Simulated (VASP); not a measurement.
Input of a VASP 6.6.1 run:

INCAR

```
SYSTEM = MgB2
PREC     = Accurate       ! precision mode
ENCUT    = 600            ! plane-wave cutoff, eV
EDIFF    = 1E-7           ! SCF threshold, eV
ISMEAR   = -1             ! smearing method
SIGMA    = 0.05           ! smearing width, eV
LREAL    = .FALSE.        ! projectors in reciprocal space
LASPH    = .TRUE.         ! aspherical terms in the spheres
NELM     = 100            ! most SCF steps
ALGO     = Normal         ! electronic algorithm
ISIF     = 3              ! what is computed and relaxed
LWAVE    = .FALSE.        ! write WAVECAR
LCHARG   = .FALSE.        ! write CHGCAR
GGA      = PS             ! functional
IBRION   = 2              ! ionic algorithm
NSW      = 60             ! ionic steps
EDIFFG   = -0.01          ! ionic threshold
PSTRESS  = 300.0
```

Contents of KPOINTS:

```
regular mesh
0
G
  10 10 8
  0 0 0
```

The input POSCAR:

```
MgB2
1.0
    3.0850000000      0.0000000000      0.0000000000
   -1.5425000000      2.6716883707      0.0000000000
    0.0000000000      0.0000000000      3.5230000000
Mg B
1 2
Direct
    0.0000000000      0.0000000000      0.0000000000
    0.6666666667      0.3333333333      0.5000000000
    0.3333333333      0.6666666667      0.5000000000
```

Potentials or basis: VASP PAW PBE potentials, release 64 (Mg, B).

Command:

```bash
$ cat potpaw_PBE.64/Mg/POTCAR potpaw_PBE.64/B/POTCAR > POTCAR
$ mpirun -np 1 vasp_std > vasp.out
```

(1) What does it give for the space group after relaxing (to 0.1 Å)?

(2) Estimate the relaxed cell.

Results:

(1) P6/mmm (No. 191).

(2) a = 2.949 Å, b = 2.949 Å, c = 3.237 Å, α = 90.00°, β = 90.00°, γ = 120.00°.

Caveat: the cell is relaxed towards a set pressure, so the run minimises the enthalpy, not the energy.
